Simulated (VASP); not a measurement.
# Sn (Fd-3m) in VASP: a series of runs

The runs below take Sn through single point, relaxation of cell and atoms, with LDA.

Program: VASP 6.6.1. These are calculated values, not measurements. Logs are shortened: lines on timing, memory, paths and dates and some standing lists are left out, and cuts for length are marked.

## Step 1: The cell of the first run

Symmetry: Fd-3m, No. 227, cubic system. The conventional cell has a = 6.474 Å, b = 6.474 Å, c = 6.474 Å, α = 90.00°, β = 90.00°, γ = 90.00°. Sn (site symmetry -43m) has 4 Sn at 2.80 Å within 3.7 Å.

## Step 2: Single point, LDA

Input file INCAR:

```
SYSTEM = Sn
PREC = Accurate
ENCUT = 520
EDIFF = 1E-6
ISMEAR = 0
SIGMA = 0.1
LREAL = .FALSE.
LASPH = .TRUE.
NELM = 60
ALGO = Normal
ISIF = 2
LWAVE = .FALSE.
LCHARG = .FALSE.
GGA = CA
NBANDS = 21
```

Input file KPOINTS:

```
Automatic mesh
0
G
  12 12 12
  0 0 0
```

Input file POSCAR:

```
Sn
1.0
    0.0000000000      3.2370950702      3.2370950702
    3.2370950702      0.0000000000      3.2370950702
    3.2370950702      3.2370950702      0.0000000000
Sn
2
Direct
    0.0000000000      0.0000000000      0.0000000000
    0.2500000000      0.2500000000      0.2500000000
```

Potentials or basis: VASP PAW LDA potentials, release 64 (Sn_d).

Command:

```
> cat potpaw_LDA.64/Sn_d/POTCAR > POTCAR
> mpirun -np 1 vasp_std > vasp.out
```

OUTCAR:

```text
SYSTEM = Sn
   PREC = Accurate
   ENCUT = 520
   EDIFF = 1E-6
   ISMEAR = 0
   LREAL = .FALSE.
   LASPH = .TRUE.
   NELM = 60
   ISIF = 2
   GGA = CA

 ion  position               nearest neighbor table
   1  0.000  0.000  0.000-   2 2.80   2 2.80   2 2.80   2 2.80
   2  0.250  0.250  0.250-   1 2.80   1 2.80   1 2.80   1 2.80

  LATTYP: Found a face centered cubic cell.
 ALAT       =     6.4741901404

  Lattice vectors:

 A1 = (   0.0000000000,   3.2370950702,   3.2370950702)
 A2 = (   3.2370950702,   0.0000000000,   3.2370950702)
 A3 = (   3.2370950702,   3.2370950702,   0.0000000000)

Analysis of symmetry for initial positions (statically):
=====================================================================
 Subroutine PRICEL returns:
 Original cell was already a primitive cell.

 Routine SETGRP: Setting up the symmetry group for a
 face centered cubic supercell.

 Subroutine GETGRP returns: Found 48 space group operations
 (whereof 24 operations were pure point group operations)
 out of a pool of 48 trial point group operations.

The static configuration has the point symmetry T_d .
 The point group associated with its full space group is O_h .

Analysis of symmetry for dynamics (positions and initial velocities):
=====================================================================
 Subroutine PRICEL returns:
 Original cell was already a primitive cell.

 Routine SETGRP: Setting up the symmetry group for a
 face centered cubic supercell.

 Subroutine GETGRP returns: Found 48 space group operations
 (whereof 24 operations were pure point group operations)
 out of a pool of 48 trial point group operations.

The dynamic configuration has the point symmetry T_d .
 The point group associated with its full space group is O_h .

 Subroutine INISYM returns: Found 48 space group operations
 (whereof 24 operations are pure point group operations),
 and found     1 'primitive' translations

----------------------------------------------------------------------------------------

                                     Primitive cell

  volume of cell :      67.8416

  direct lattice vectors                    reciprocal lattice vectors
     0.000000000  3.237095070  3.237095070    -0.154459473  0.154459473  0.154459473
     3.237095070  0.000000000  3.237095070     0.154459473 -0.154459473  0.154459473
     3.237095070  3.237095070  0.000000000     0.154459473  0.154459473 -0.154459473

  length of vectors
     4.577943751  4.577943751  4.577943751     0.267531656  0.267531656  0.267531656

  position of ions in fractional coordinates (direct lattice)
     0.000000000  0.000000000  0.000000000
     0.250000000  0.250000000  0.250000000

  ion indices of the primitive-cell ions
   primitive index   ion index
                 1           1
                 2           2

----------------------------------------------------------------------------------------

 KPOINTS: Automatic mesh

Automatic generation of k-mesh.
 Grid dimensions read from file:
 generate k-points for:   12   12   12

 Generating k-lattice:

  Cartesian coordinates                     Fractional coordinates (reciprocal lattice)
    -0.012871623  0.012871623  0.012871623     0.083333333  0.000000000  0.000000000
     0.012871623 -0.012871623  0.012871623     0.000000000  0.083333333  0.000000000
     0.012871623  0.012871623 -0.012871623     0.000000000  0.000000000  0.083333333

  Length of vectors
     0.022294305  0.022294305  0.022294305

  Shift w.r.t. Gamma in fractional coordinates (k-lattice)
     0.000000000  0.000000000  0.000000000

 Subroutine IBZKPT returns following result:
 ===========================================

 Found     72 irreducible k-points:

 Following reciprocal coordinates:
            Coordinates               Weight
  0.000000  0.000000  0.000000      1.000000
  0.083333  0.000000  0.000000      8.000000
  0.166667  0.000000  0.000000      8.000000
  0.250000  0.000000  0.000000      8.000000
  0.333333  0.000000  0.000000      8.000000
  0.416667  0.000000  0.000000      8.000000
[... 16 lines left out ...]
  0.500000  0.166667  0.000000     24.000000
 -0.416667  0.166667  0.000000     24.000000
 [... further k-points ...]
   k-points           NKPTS =     72   k-points in BZ     NKDIM =     72   number of bands    NBANDS=     21
   number of dos      NEDOS =    301   number of ions     NIONS =      2
   total plane-waves  NPLWV =  46656
   dimension x,y,z NGX =    36 NGY =   36 NGZ =   36
   dimension x,y,z NGXF=    72 NGYF=   72 NGZF=   72
   ions per type =               2
   NGX,Y,Z   is equivalent  to a cutoff of  13.07, 13.07, 13.07 a.u.
   NGXF,Y,Z  is equivalent  to a cutoff of  26.15, 26.15, 26.15 a.u.
 SYSTEM =  Sn
   PREC   = accura    normal or accurate (medium, high low for compatibility)
   ISTART =      0    job   : 0-new  1-cont  2-samecut
   ICHARG =      2    charge: 1-file 2-atom 10-const
   ISPIN  =      1    spin polarized calculation?
   LNONCOLLINEAR =      F non collinear calculations
   LSORBIT =      F    spin-orbit coupling
   LASPH  =      T    aspherical Exc in radial PAW
   ENCUT  =  520.0 eV  38.22 Ry    6.18 a.u.   8.51  8.51  8.51*2*pi/ulx,y,z
   NELM   =     60;   NELMIN=  2; NELMDL= -5     # of ELM steps
   EDIFF  = 0.1E-05   stopping-criterion for ELM
   LREAL  =      F    real-space projection
   EDIFFG = 0.1E-04   stopping-criterion for IOM
   NSW    =      0    number of steps for IOM
   IBRION =     -1    ionic relax: 0-MD 1-quasi-New 2-CG
   NFREE  =      0    steps in history (QN), initial steepest desc. (CG)
   ISIF   =      2    stress and relaxation
   ISYM   =      2    0-nonsym 1-usesym 2-fastsym
   POTIM  = 0.5000    time-step for ionic-motion
   TEBEG  =    0.0;   TEEND  =   0.0 temperature during run
   PSTRESS=    0.0 pullay stress
   NELECT =      28.0000    total number of electrons
   NUPDOWN=      -1.0000    fix difference up-down
   EMIN   =  10.00;   EMAX   =-10.00  energy-range for DOS
   EFERMI =   0.00;   METHOD = LEGACY
   ISMEAR =     0;   SIGMA  =   0.10  broadening in eV -4-tet -1-fermi 0-gaus
   EFERMI_NEDOS =   21; number of points for ismear=-14 and -15
   IALGO  =     38    algorithm
   IMIX   =      4    mixing-type and parameters
     AMIX     =   0.40;   BMIX     =  1.00
     AMIX_MAG =   1.60;   BMIX_MAG =  1.00
  volume/ion in A,a.u.               =      33.92       228.91
  Fermi-wavevector in a.u.,A,eV,Ry     =   1.218883  2.303355 20.213849  1.485676
  Thomas-Fermi vector in A             =   2.354154
   LORBIT       =      0    0 simple, 1 ext, 2 COOP (PROOUT), +10 PAW based schemes
   GGA     = CA    functional components
   LHFCALC =     F    Hartree Fock is set to
   AEXX    =    0.0000 exact exchange contribution
   IVDW    =     0    specifies the selected vdW correction
   LEPSILON=     F    determine dielectric tensor
   LRPA    =     F    only Hartree local field effects (RPA)
 non-spin polarized calculation
 Gauss-broadening in eV      SIGMA  =   0.10
  energy-cutoff  :      520.00
  volume of cell :       67.84
 maximum number of plane-waves:      1853
 NGX is ok and might be reduce to    36
   NGX = 17   NGY = 17   NGZ = 17

 number of electron      28.0000006 magnetization

 Free energy of the ion-electron system (eV)
  ---------------------------------------------------
  ext. energy  EPLUGINS =         0.00000000
  ---------------------------------------------------
  free energy    TOTEN  =        -8.94264446 eV

  energy without entropy =       -8.94144839  energy(sigma->0) =       -8.94204643

 E-fermi :   5.4266     XC(G=0):  -9.2251

 val. band max:        5.3992698198   @ k =   0.4167   0.0000   0.0000
 cond. band min:       5.5280911322   @ k =   0.0000   0.0000   0.0000
 fundamental gap:      0.1288213124
 Fermi energy:         5.4265893246

 k-point     1 :       0.0000    0.0000    0.0000
  band No.  band energies     occupation
      1     -16.1863      2.00000
      2     -16.1863      2.00000
      3     -16.1863      2.00000
      4     -16.1237      2.00000
      5     -16.1237      2.00000
      6     -15.8056      2.00000
[... 13 lines left out ...]
     20      13.4998      0.00000
     21      13.4998      0.00000

 k-point     2 :       0.0833    0.0000    0.0000
  band No.  band energies     occupation
      1     -16.1920      2.00000
      2     -16.1920      2.00000
      3     -16.1846      2.00000
      4     -16.1159      2.00000
      5     -16.1159      2.00000
      6     -15.8191      2.00000
[... 13 lines left out ...]
     20      12.8333      0.00000
     21      12.8333      0.00000

 k-point     3 :       0.1667    0.0000    0.0000
  band No.  band energies     occupation
      1     -16.2029      2.00000
      2     -16.2029      2.00000
      3     -16.1797      2.00000
      4     -16.0995      2.00000
      5     -16.0995      2.00000
      6     -15.8360      2.00000
[... 13 lines left out ...]
     20      12.3771      0.00000
     21      12.3771      0.00000

 k-point     4 :       0.2500    0.0000    0.0000
  band No.  band energies     occupation
      1     -16.2126      2.00000
      2     -16.2126      2.00000
      3     -16.1730      2.00000
      4     -16.0829      2.00000
      5     -16.0829      2.00000
      6     -15.8501      2.00000
[... 13 lines left out ...]
     20      12.3449      0.00000
     21      12.3449      0.00000

 k-point     5 :       0.3333    0.0000    0.0000
  band No.  band energies     occupation
      1     -16.2191      2.00000
      2     -16.2191      2.00000
      3     -16.1660      2.00000
      4     -16.0704      2.00000
      5     -16.0704      2.00000
      6     -15.8598      2.00000
[... 13 lines left out ...]
     20      12.7953      0.00000
     21      12.7953      0.00000
[... 382 lines left out ...]
     20      13.0643      0.00000
     21      13.8236      0.00000

 k-point    22 :       0.4167    0.1667    0.0000
  band No.  band energies     occupation
      1     -16.2407      2.00000
      2     -16.2238      2.00000
      3     -16.1481      2.00000
      4     -16.0558      2.00000
      5     -16.0267      2.00000
      6     -15.9272      2.00000
[... 13 lines left out ...]
     20      13.7112      0.00000
     21      14.3732      0.00000

 k-point    23 :       0.5000    0.1667    0.0000
  band No.  band energies     occupation
      1     -16.2470      2.00000
      2     -16.2288      2.00000
      3     -16.1322      2.00000
      4     -16.0426      2.00000
      5     -16.0310      2.00000
      6     -15.9181      2.00000
[... 13 lines left out ...]
     20      14.0937      0.00000
     21      14.3560      0.00000

 k-point    24 :      -0.4167    0.1667    0.0000
  band No.  band energies     occupation
      1     -16.2477      2.00000
      2     -16.2318      2.00000
      3     -16.1244      2.00000
      4     -16.0438      2.00000
      5     -16.0335      2.00000
      6     -15.8984      2.00000
[... 13 lines left out ...]
     20      13.3071      0.00000
     21      13.4429      0.00000

 [... further k-points ...]
[... 5 lines left out ...]
  --------------------------------------------------------------------------------------
  -------------------------------------------------------------------------------------
  Total        0.0072283      0.0072283      0.0072283      0.0000000      0.0000000     -0.0000000
  in kB        0.1707066      0.1707066      0.1707066      0.0000000      0.0000000     -0.0000000
  external PRESSURE =       0.1707066 kB  Pullay stress =       0.0000000 kB

 VOLUME and BASIS-vectors are now :
 -----------------------------------------------------------------------------
  energy-cutoff  :      520.00
  volume of cell :       67.84
      direct lattice vectors                 reciprocal lattice vectors
     0.000000000  3.237095070  3.237095070    -0.154459473  0.154459473  0.154459473
     3.237095070  0.000000000  3.237095070     0.154459473 -0.154459473  0.154459473
     3.237095070  3.237095070  0.000000000     0.154459473  0.154459473 -0.154459473

 POSITION                                       TOTAL-FORCE (eV/Angst)
 -----------------------------------------------------------------------------------
      0.00000      0.00000      0.00000         0.000000      0.000000      0.000000
      1.61855      1.61855      1.61855        -0.000000     -0.000000     -0.000000
 -----------------------------------------------------------------------------------
    total drift:                                0.000000      0.000000      0.000000

  FREE ENERGIE OF THE ION-ELECTRON SYSTEM (eV)
  ---------------------------------------------------
  free  energy   TOTEN  =        -8.9426444606 eV

  energy  without entropy=       -8.9414483925  energy(sigma->0) =       -8.94204643
```

Wall time 57 s (1 thread of Intel Xeon Platinum 8259CL at 2.50GHz (Skylake/Cascade Lake), shared host); peak memory 0.22 GiB.

Results:

| Quantity | Value |
| --- | --- |
| Free energy | -8.9426 eV |
| Pressure | 0.0 GPa |
| Band gap on the k mesh | zero (band 14 reaches 5.53 eV, above the bottom of band 15 at 5.36 eV) |

Levels at points of the mesh, in eV from the Fermi level:
```tsv
k point	band 11	band 12	band 13	band 14	band 15	band 16	band 17	band 18
(0.00, 0.00, 0.00)	-10.68	-0.73	0.10	0.10	0.10	2.16	2.16	2.16
(0.50, 0.00, 0.00)	-9.04	-6.35	-1.11	-1.11	-0.07	3.24	3.24	5.54
(0.50, 0.50, 0.00)	-7.57	-7.57	-2.47	-2.47	0.77	0.77	7.71	7.71
```

Caveat: spin-orbit coupling is left out, which moves the levels of the heavy elements.

## Step 3: Relaxation of cell and atoms, LDA

This run uses another cell than the first one, of 36.84 Å³/atom, 1.086 times its volume.

Input file INCAR:

```
ALGO = Fast
EDIFF = 1E-7
EDIFFG = -0.005
ENCUT = 600
GGA = CA
IBRION = 2
ISIF = 3
ISMEAR = 0
LASPH = T
LCHARG = F
LREAL = F
LWAVE = F
NELM = 80
NSW = 70
PREC = Accurate
SIGMA = 0.1
```

Input file KPOINTS:

```
k-points
0
Gamma
  12 12 12
```

Input file POSCAR:

```
Sn
1.0
    0.0000000000      3.3273247537      3.3273247537
    3.3273247537      0.0000000000      3.3273247537
    3.3273247537      3.3273247537      0.0000000000
Sn
2
Direct
    0.0000000000      0.0000000000      0.0000000000
    0.2500000000      0.2500000000      0.2500000000
```

Potentials or basis: VASP PAW LDA potentials, release 64 (Sn_d).

Command:

```
> cat potpaw_LDA.64/Sn_d/POTCAR > POTCAR
> mpirun -np 1 vasp_std > vasp.out
```

Run time: 4.3 min. Hardware: 1 thread of Intel Xeon 6975P-C (Granite Rapids), shared host; peak memory 0.25 GiB.

Results (log left out):

```
Free energy                            : -8.9431 eV
Relaxed volume                         : 33.95 Å³/atom
Relaxed cell                           : a = 4.579 Å, b = 4.579 Å, c = 4.579 Å, α = 60.00°, β = 60.00°, γ = 60.00°
Space group after relaxing (to 0.05 Å) : Fd-3m (No. 227)
Energy gained by relaxing              : 29.3 meV/atom
Ionic steps                            : 3
Pressure after relaxing                : 0.0 GPa
Band gap on the k mesh                 : zero (band 14 reaches 5.52 eV, above the bottom of band 15 at 5.34 eV)
```

Step by step:
| step | energy change (eV) | largest force (eV/Å) | pressure (GPa) | volume (Å³) |
| --- | --- | --- | --- | --- |
| 1 | 0.0000 | 0.0000 | -3.01 | 73.67 |
| 2 | -0.0546 | 0.0000 | 0.96 | 66.54 |
| 3 | -0.0586 | 0.0000 | 0.01 | 67.90 |

Final structure:
```yaml
crystal:
  lattice:
    - [0.00000, 3.23804, 3.23804]
    - [3.23804, 0.00000, 3.23804]
    - [3.23804, 3.23804, 0.00000]
  atoms:
    - { symbol: Sn, position: [0.00000, 0.00000, 0.00000] }
    - { symbol: Sn, position: [0.25000, 0.25000, 0.25000] }
```

Levels at points of the mesh, in eV from the Fermi level:
| k point | band 10 | band 11 | band 12 | band 13 | band 14 | band 15 | band 16 | band 17 | band 18 |
| --- | --- | --- | --- | --- | --- | --- | --- | --- | --- |
| (0.00, 0.00, 0.00) | -21.22 | -10.67 | -0.74 | 0.10 | 0.10 | 0.10 | 2.16 | 2.16 | 2.16 |
| (0.50, 0.00, 0.00) | -21.17 | -9.04 | -6.34 | -1.11 | -1.11 | -0.07 | 3.24 | 3.24 | 5.54 |
| (0.50, 0.50, 0.00) | -21.15 | -7.56 | -7.56 | -2.47 | -2.47 | 0.77 | 0.77 | 7.71 | 7.71 |

Caveat: spin-orbit coupling is left out, which moves the levels of the heavy elements.
